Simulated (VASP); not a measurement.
# Si7H4C in VASP: a series of runs

The runs below take Si7H4C through single point, with PBE.

Everything below comes from runs of VASP 6.6.1. Logs are shortened: lines on timing, memory, paths and dates and some standing lists are left out, and cuts for length are marked.

## (1) The cell of the first run

The cell holds a slab with vacuum, 24 atoms: a = 7.735 Å, b = 3.868 Å, c = 28.415 Å, α = 90.00°, β = 90.00°, γ = 90.00°.

## (2) Single point, PBE

INCAR reads:

```
PREC = Accurate ; ENCUT = 520
EDIFF = 1E-6 ; ISMEAR = 0
SIGMA = 0.05 ; LREAL = Auto
LASPH = True ; NELM = 80
ALGO = Normal ; ISIF = 2
LWAVE = False ; LCHARG = False
LDIPOL = True ; IDIPOL = 3
DIPOL = 0.5 0.5 0.499 ; GGA = PE
NBANDS = 54
```

KPOINTS reads:

```
regular mesh
0
Gamma
  4 7 1
```

POSCAR reads:

```
Si7H4C
1.0
    7.7352909777      0.0000000000      0.0000000000
    0.0000000000      3.8676454889      0.0000000000
    0.0000000000      0.0000000000     28.4148410572
H Si C
8 14 2
Direct
    0.5000000000      0.6854455757      0.2991394526
    0.5000000000      0.3145544243      0.2991394526
    0.0000000000      0.3145544243      0.2991394526
    0.0000000000      0.6854455757      0.2991394526
    0.4682873484      0.1723018657      0.6975556485
    0.2451003722      0.2665501632      0.7030077631
    0.3421203799     -0.3438956004      0.7086065122
    0.1489569615     -0.2501479215      0.6777874271
    0.5000000000      0.0000000000      0.3294167996
    0.0000000000      0.0000000000      0.3294167996
    0.7500000000      0.0000000000      0.3775402141
    0.2500000000      0.0000000000      0.3775402141
    0.7500000000      0.5000000000      0.4256636287
    0.2500000000      0.5000000000      0.4256636287
    0.0004439129      0.4999553489      0.4750534945
    0.4999624368      0.4998314772      0.4723964178
    0.0062773407     -0.0004590437      0.5242899519
    0.4952628776     -0.0004587559      0.5197112568
    0.2593721726     -0.0065944068      0.5719103279
    0.7466018166      0.0027194851      0.5691738642
    0.3563029234      0.4639729485      0.6278266063
    0.6567687715      0.5015896733      0.6077095335
    0.3411212294      0.1424013984      0.6804181950
    0.2908202154     -0.2181387980      0.6770785026
```

Potentials or basis: VASP PAW PBE potentials, release 64 (H, Si, C).

Run with:

```sh
$ cat potpaw_PBE.64/H/POTCAR potpaw_PBE.64/Si/POTCAR potpaw_PBE.64/C/POTCAR > POTCAR
$ mpirun -np 1 vasp_std > vasp.out
```

OUTCAR:

```text
PREC = Accurate
   ENCUT = 520
   EDIFF = 1E-6
   ISMEAR = 0
   LREAL = Auto
   LASPH = True
   NELM = 80
   ISIF = 2
   GGA = PE

 ion  position               nearest neighbor table
   1  0.500  0.685  0.299-   9 1.49
   2  0.500  0.315  0.299-   9 1.49
   3  0.000  0.315  0.299-  10 1.49
   4  0.000  0.685  0.299-  10 1.49
   5  0.468  0.172  0.698-  23 1.10
   6  0.245  0.267  0.703-  23 1.09
   7  0.342  0.656  0.709-  24 1.09
   8  0.149  0.750  0.678-  24 1.10
   9  0.500  0.000  0.329-   1 1.49   2 1.49  11 2.37  12 2.37
  10  0.000  0.000  0.329-   3 1.49   4 1.49  11 2.37  12 2.37
  11  0.750  0.000  0.378-   9 2.37  10 2.37  13 2.37  13 2.37
  12  0.250  0.000  0.378-   9 2.37  10 2.37  14 2.37  14 2.37
  13  0.750  0.500  0.426-  16 2.35  11 2.37  11 2.37  15 2.39
  14  0.250  0.500  0.426-  16 2.35  12 2.37  12 2.37  15 2.39
  15  0.000  0.500  0.475-  17 2.39  14 2.39  17 2.39  13 2.39
  16  0.500  0.500  0.472-  14 2.35  13 2.35  18 2.35  18 2.36
  17  0.006  1.000  0.524-  20 2.38  19 2.38  15 2.39  15 2.39
  18  0.495  1.000  0.520-  19 2.35  16 2.35  16 2.36  20 2.40
  19  0.259  0.993  0.572-  18 2.35  17 2.38  21 2.53  21 2.70
  20  0.747  0.003  0.569-  22 2.32  22 2.33  17 2.38  18 2.40
  21  0.356  0.464  0.628-  24 1.93  23 1.95  22 2.40  19 2.53  19 2.70
  22  0.657  0.502  0.608-  20 2.32  20 2.33  21 2.40
  23  0.341  0.142  0.680-   6 1.09   5 1.10  24 1.45  21 1.95
  24  0.291  0.782  0.677-   7 1.09   8 1.10  23 1.45  21 1.93

  LATTYP: Found a simple orthorhombic cell.
 ALAT       =     3.8676454889
 B/A-ratio  =     2.0000000000
 C/A-ratio  =     7.3468059931

  Lattice vectors:

 A1 = (   0.0000000000,  -3.8676454889,   0.0000000000)
 A2 = (   7.7352909777,   0.0000000000,   0.0000000000)
 A3 = (   0.0000000000,   0.0000000000,  28.4148410572)

Analysis of symmetry for initial positions (statically):
=====================================================================
 Subroutine PRICEL returns:
 Original cell was already a primitive cell.

 Routine SETGRP: Setting up the symmetry group for a
 simple orthorhombic supercell.

 Subroutine GETGRP returns: Found  1 space group operations
 (whereof  1 operations were pure point group operations)
 out of a pool of  8 trial point group operations.

The static configuration has the point symmetry C_1 .

Analysis of symmetry for dynamics (positions and initial velocities):
=====================================================================
 Subroutine PRICEL returns:
 Original cell was already a primitive cell.

 Routine SETGRP: Setting up the symmetry group for a
 simple orthorhombic supercell.

 Subroutine GETGRP returns: Found  1 space group operations
 (whereof  1 operations were pure point group operations)
 out of a pool of  8 trial point group operations.

The dynamic configuration has the point symmetry C_1 .

 Subroutine INISYM returns: Found  1 space group operations
 (whereof  1 operations are pure point group operations),
 and found     1 'primitive' translations

----------------------------------------------------------------------------------------

                                     Primitive cell

  volume of cell :     850.0971

  direct lattice vectors                    reciprocal lattice vectors
     7.735290978  0.000000000  0.000000000     0.129277619  0.000000000  0.000000000
     0.000000000  3.867645489  0.000000000     0.000000000  0.258555238  0.000000000
     0.000000000  0.000000000 28.414841057     0.000000000  0.000000000  0.035192877

  length of vectors
     7.735290978  3.867645489 28.414841057     0.129277619  0.258555238  0.035192877

  position of ions in fractional coordinates (direct lattice)
     0.500000000  0.685445576  0.299139453
     0.500000000  0.314554424  0.299139453
     0.000000000  0.314554424  0.299139453
     0.000000000  0.685445576  0.299139453
     0.468287348  0.172301866  0.697555648
     0.245100372  0.266550163  0.703007763
[... 16 lines left out ...]
     0.341121229  0.142401398  0.680418195
     0.290820215  0.781861202  0.677078503

  ion indices of the primitive-cell ions
   primitive index   ion index
                 1           1
                 2           2
                 3           3
                 4           4
                 5           5
                 6           6
[... 16 lines left out ...]
                23          23
                24          24

----------------------------------------------------------------------------------------

 KPOINTS: regular mesh

Automatic generation of k-mesh.
 Grid dimensions read from file:
 generate k-points for:    4    7    1

 Generating k-lattice:

  Cartesian coordinates                     Fractional coordinates (reciprocal lattice)
     0.032319405  0.000000000  0.000000000     0.250000000  0.000000000  0.000000000
     0.000000000  0.036936463  0.000000000     0.000000000  0.142857143  0.000000000
     0.000000000  0.000000000  0.035192877     0.000000000  0.000000000  1.000000000

  Length of vectors
     0.032319405  0.036936463  0.035192877

  Shift w.r.t. Gamma in fractional coordinates (k-lattice)
     0.000000000  0.000000000  0.000000000

 Subroutine IBZKPT returns following result:
 ===========================================

 Found     15 irreducible k-points:

 Following reciprocal coordinates:
            Coordinates               Weight
  0.000000  0.000000  0.000000      1.000000
  0.250000  0.000000  0.000000      2.000000
  0.500000  0.000000  0.000000      1.000000
  0.000000  0.142857  0.000000      2.000000
  0.250000  0.142857  0.000000      2.000000
 -0.250000  0.142857  0.000000      2.000000
  0.500000  0.142857  0.000000      2.000000
  0.000000  0.285714  0.000000      2.000000
  0.250000  0.285714  0.000000      2.000000
 -0.250000  0.285714  0.000000      2.000000
  0.500000  0.285714  0.000000      2.000000
  0.000000  0.428571  0.000000      2.000000
  0.250000  0.428571  0.000000      2.000000
 -0.250000  0.428571  0.000000      2.000000
  0.500000  0.428571  0.000000      2.000000
   k-points           NKPTS =     15   k-points in BZ     NKDIM =     15   number of bands    NBANDS=     54
   number of dos      NEDOS =    301   number of ions     NIONS =     24
   total plane-waves  NPLWV = 388800
   dimension x,y,z NGX =    60 NGY =   30 NGZ =  216
   dimension x,y,z NGXF=   120 NGYF=   60 NGZF=  432
   ions per type =               8  14   2
   NGX,Y,Z   is equivalent  to a cutoff of  12.90, 12.90, 12.64 a.u.
   NGXF,Y,Z  is equivalent  to a cutoff of  25.79, 25.79, 25.27 a.u.
 SYSTEM =  unknown system
   PREC   = accura    normal or accurate (medium, high low for compatibility)
   ISTART =      0    job   : 0-new  1-cont  2-samecut
   ICHARG =      2    charge: 1-file 2-atom 10-const
   ISPIN  =      1    spin polarized calculation?
   LNONCOLLINEAR =      F non collinear calculations
   LSORBIT =      F    spin-orbit coupling
   LASPH  =      T    aspherical Exc in radial PAW
   ENCUT  =  520.0 eV  38.22 Ry    6.18 a.u.  14.38  7.19 52.83*2*pi/ulx,y,z
   NELM   =     80;   NELMIN=  2; NELMDL= -5     # of ELM steps
   EDIFF  = 0.1E-05   stopping-criterion for ELM
   LREAL  =      T    real-space projection
   EDIFFG = 0.1E-04   stopping-criterion for IOM
   NSW    =      0    number of steps for IOM
   IBRION =     -1    ionic relax: 0-MD 1-quasi-New 2-CG
   NFREE  =      0    steps in history (QN), initial steepest desc. (CG)
   ISIF   =      2    stress and relaxation
   ISYM   =      2    0-nonsym 1-usesym 2-fastsym
   POTIM  = 0.5000    time-step for ionic-motion
   TEBEG  =    0.0;   TEEND  =   0.0 temperature during run
   PSTRESS=    0.0 pullay stress
   NELECT =      72.0000    total number of electrons
   NUPDOWN=      -1.0000    fix difference up-down
   EMIN   =  10.00;   EMAX   =-10.00  energy-range for DOS
   EFERMI =   0.00;   METHOD = LEGACY
   ISMEAR =     0;   SIGMA  =   0.05  broadening in eV -4-tet -1-fermi 0-gaus
   EFERMI_NEDOS =   21; number of points for ismear=-14 and -15
   IALGO  =     38    algorithm
   IMIX   =      4    mixing-type and parameters
     AMIX     =   0.40;   BMIX     =  1.00
     AMIX_MAG =   1.60;   BMIX_MAG =  1.00
  volume/ion in A,a.u.               =      35.42       239.03
  Fermi-wavevector in a.u.,A,eV,Ry     =   0.718946  1.358611  7.032621  0.516883
  Thomas-Fermi vector in A             =   1.808015
   LORBIT       =      0    0 simple, 1 ext, 2 COOP (PROOUT), +10 PAW based schemes
   GGA     = PE    functional components
   LHFCALC =     F    Hartree Fock is set to
   AEXX    =    0.0000 exact exchange contribution
   IVDW    =     0    specifies the selected vdW correction
   LEPSILON=     F    determine dielectric tensor
   LRPA    =     F    only Hartree local field effects (RPA)
 non-spin polarized calculation
 Gauss-broadening in eV      SIGMA  =   0.05
  energy-cutoff  :      520.00
  volume of cell :      850.10
 maximum number of plane-waves:     22950
 NGX is ok and might be reduce to    60
   NGX = 29   NGY = 15   NGZ =105

 dipolmoment           0.000000      0.000000      0.000031 electrons x Angstroem

 number of electron      71.9999998 magnetization

 dipolmoment           0.000000      0.000000     -0.088269 electrons x Angstroem

 Free energy of the ion-electron system (eV)
  ---------------------------------------------------
  ext. energy  EPLUGINS =         0.00000000
  ---------------------------------------------------
  free energy    TOTEN  =      -117.90224168 eV

  energy without entropy =     -117.89536780  energy(sigma->0) =     -117.89880474

 E-fermi :  -0.3518     XC(G=0):  -4.1970

 val. band max:       -0.3534187681   @ k =   0.0000   0.1429   0.0000
 cond. band min:      -0.3266165238   @ k =  -0.2500   0.1429   0.0000
 fundamental gap:      0.0268022443
 Fermi energy:        -0.3517815637

 k-point     1 :       0.0000    0.0000    0.0000
  band No.  band energies     occupation
      1     -16.0143      2.00000
      2     -12.1699      2.00000
      3     -11.4989      2.00000
      4     -10.4973      2.00000
      5     -10.2442      2.00000
      6     -10.2240      2.00000
[... 40 lines left out ...]
     47       2.5374      0.00000
     48       2.5838      0.00000
[... 712 lines left out ...]
     47       3.0828      0.00000
     48       3.1849      0.00000
 [bands above 48 left out]

------------------------ aborting loop because EDIFF is reached ----------------------------------------

 vacuum level on the upper side and lower side of the slab       (xc-potential included)        -0.349         0.176

  FORCE on cell =-STRESS in cart. coord.  units (eV):
  Direction    XX          YY          ZZ          XY          YZ          ZX
  --------------------------------------------------------------------------------------
  -------------------------------------------------------------------------------------
  Total       -1.5997852     12.1213013     -0.5133857     -0.0295922     -0.0328153      0.0182721
  in kB       -3.0151137     22.8450064     -0.9675776     -0.0557724     -0.0618470      0.0344375
  external PRESSURE =       6.2874383 kB  Pullay stress =       0.0000000 kB

 VOLUME and BASIS-vectors are now :
 -----------------------------------------------------------------------------
  energy-cutoff  :      520.00
  volume of cell :      850.10
      direct lattice vectors                 reciprocal lattice vectors
     7.735290978  0.000000000  0.000000000     0.129277619  0.000000000  0.000000000
     0.000000000  3.867645489  0.000000000     0.000000000  0.258555238  0.000000000
     0.000000000  0.000000000 28.414841057     0.000000000  0.000000000  0.035192877

 POSITION                                       TOTAL-FORCE (eV/Angst)
 -----------------------------------------------------------------------------------
      3.86765      2.65106      8.50000        -0.000018      0.426469     -0.089642
      3.86765      1.21659      8.50000        -0.001277     -0.425706     -0.089772
      0.00000      1.21659      8.50000         0.001361     -0.433421     -0.097847
      0.00000      2.65106      8.50000         0.000035      0.433672     -0.097007
      3.62234      0.66640     19.82093         0.025756      0.003303      0.002284
      1.89592      1.03092     19.97585        -0.023111      0.013547      0.015217
[... 16 lines left out ...]
      2.63867      0.55076     19.33397         0.005779      0.011879     -0.018427
      2.24958      3.02396     19.23908         0.004962     -0.025834      0.005216
 -----------------------------------------------------------------------------------
    total drift:                               -0.000049     -0.008949      0.017324

  FREE ENERGIE OF THE ION-ELECTRON SYSTEM (eV)
  ---------------------------------------------------
  free  energy   TOTEN  =      -117.9022416844 eV

  energy  without entropy=     -117.8953678033  energy(sigma->0) =     -117.89880474

 vacuum level on the upper side and lower side of the slab         3.292         3.825
```

Run time: 14 min. Hardware: 1 thread of Intel Xeon 6975P-C (Granite Rapids), shared host; peak memory 0.99 GiB.

Results:

```
Free energy            : -117.9022 eV
Largest force          : 0.444 eV/Å
Band gap on the k mesh : zero (bands 36 and 37 overlap by 0.63 eV)
```

Forces on the atoms (eV/Å):
```
H    0.000  0.426 -0.090
H   -0.001 -0.426 -0.090
H    0.001 -0.433 -0.098
H    0.000  0.434 -0.097
H    0.026  0.003  0.002
H   -0.023  0.014  0.015
H    0.012 -0.013  0.017
H   -0.032 -0.005 -0.004
Si   0.003  0.001  0.368
Si  -0.002  0.001  0.342
Si   0.086  0.007 -0.113
Si  -0.089  0.003 -0.124
Si   0.179 -0.001 -0.035
Si  -0.181 -0.007 -0.056
Si   0.001  0.002  0.003
Si   0.002  0.003 -0.002
Si  -0.001  0.002  0.002
Si  -0.002 -0.003  0.007
Si  -0.007  0.004 -0.014
Si   0.002 -0.009 -0.003
Si   0.016  0.001 -0.005
Si  -0.002  0.011 -0.012
C    0.006  0.012 -0.018
C    0.005 -0.026  0.005
```

## (3) Single point, PBE

INCAR reads:

```
SYSTEM = Si7H4C
PREC     = Accurate       ! precision mode
ENCUT    = 520            ! plane-wave cutoff, eV
EDIFF    = 1E-7           ! SCF threshold, eV
ISMEAR   = 0              ! smearing method
SIGMA    = 0.05           ! smearing width, eV
LREAL    = Auto         
LASPH    = .True.         ! aspherical terms in the spheres
NELM     = 100            ! most SCF steps
ALGO     = Normal         ! electronic algorithm
ISIF     = 2              ! what is computed and relaxed
LWAVE    = .False.        ! write WAVECAR
LCHARG   = .False.        ! write CHGCAR
LDIPOL   = .True.       
IDIPOL   = 3            
DIPOL    = 0.5 0.5 0.498
GGA      = PE             ! functional
NBANDS   = 54             ! bands
```

KPOINTS reads:

```
Automatic mesh
0
Gamma
  4 7 1
  0 0 0
```

POSCAR reads:

```
Si7H4C
1.0
    7.7352909777      0.0000000000      0.0000000000
    0.0000000000      3.8676454889      0.0000000000
    0.0000000000      0.0000000000     28.4148410572
H Si C
8 14 2
Direct
    0.5000000000      0.6854455757      0.2991394526
    0.5000000000      0.3145544243      0.2991394526
    0.0000000000      0.3145544243      0.2991394526
    0.0000000000      0.6854455757      0.2991394526
    0.3596637643     -0.0750582613      0.7175631865
    0.5232815841      0.1517110737      0.6874320247
    0.1465864011      0.2385919927      0.6538325826
    0.2134609686      0.4655177893      0.7044444658
    0.5000000000      0.0000000000      0.3294167996
    0.0000000000      0.0000000000      0.3294167996
    0.7500000000      0.0000000000      0.3775402141
    0.2500000000      0.0000000000      0.3775402141
    0.7500000000      0.5000000000      0.4256636287
    0.2500000000      0.5000000000      0.4256636287
   -0.0006288958      0.5045488878      0.4754330043
    0.5009570167      0.4981376765      0.4721554964
   -0.0007770377      0.0066836592      0.5251276608
    0.4980078251     -0.0016505523      0.5193931358
    0.2584071978     -0.0425189887      0.5682381213
    0.7408847746      0.0398022846      0.5708092216
    0.3754434810      0.6916860879      0.6370126729
    0.6612097296      0.5465251977      0.6113448092
    0.3910344629      0.0499128026      0.6838248006
    0.2611503734      0.3391502027      0.6722423677
```

Potentials or basis: VASP PAW PBE potentials, release 64 (H, Si, C).

Run with:

```sh
$ cat potpaw_PBE.64/H/POTCAR potpaw_PBE.64/Si/POTCAR potpaw_PBE.64/C/POTCAR > POTCAR
$ mpirun -np 1 vasp_std > vasp.out
```

Run time: 15 min. Hardware: 1 thread of Intel Xeon 6975P-C (Granite Rapids), shared host; peak memory 0.98 GiB.

Results (log left out):

| Quantity | Value |
| --- | --- |
| Free energy | -118.5824 eV |
| Largest force | 0.446 eV/Å |
| Band gap on the k mesh | zero (bands 36 and 37 overlap by 0.63 eV) |

Forces in eV/Å, atoms in the order of the input:
```
H   -0.015  0.423 -0.087
H   -0.003 -0.426 -0.089
H    0.002 -0.433 -0.093
H    0.017  0.435 -0.099
H   -0.007 -0.021  0.022
H    0.035  0.008  0.007
H   -0.037 -0.006 -0.019
H   -0.001  0.026  0.029
Si   0.030  0.008  0.376
Si  -0.030 -0.012  0.338
Si   0.106  0.004 -0.122
Si  -0.105 -0.009 -0.123
Si   0.222 -0.079 -0.140
Si  -0.215  0.094  0.060
Si  -0.012 -0.011  0.004
Si   0.004  0.000  0.008
Si   0.016  0.003  0.010
Si  -0.015 -0.019 -0.012
Si   0.007  0.003 -0.017
Si   0.001  0.004 -0.006
Si  -0.020  0.006  0.001
Si   0.003  0.013 -0.013
C    0.027 -0.022 -0.031
C   -0.007  0.009 -0.006
```

Levels at points of the mesh, in eV from the Fermi level:
| k point | band 34 | band 35 | band 36 | band 37 | band 38 | band 39 |
| --- | --- | --- | --- | --- | --- | --- |
| (0.00, 0.00, 0.00) | -0.91 | -0.87 | 0.02 | 0.63 | 0.76 | 1.24 |
| (0.50, 0.00, 0.00) | -1.15 | -0.86 | 0.14 | 1.19 | 1.25 | 1.40 |
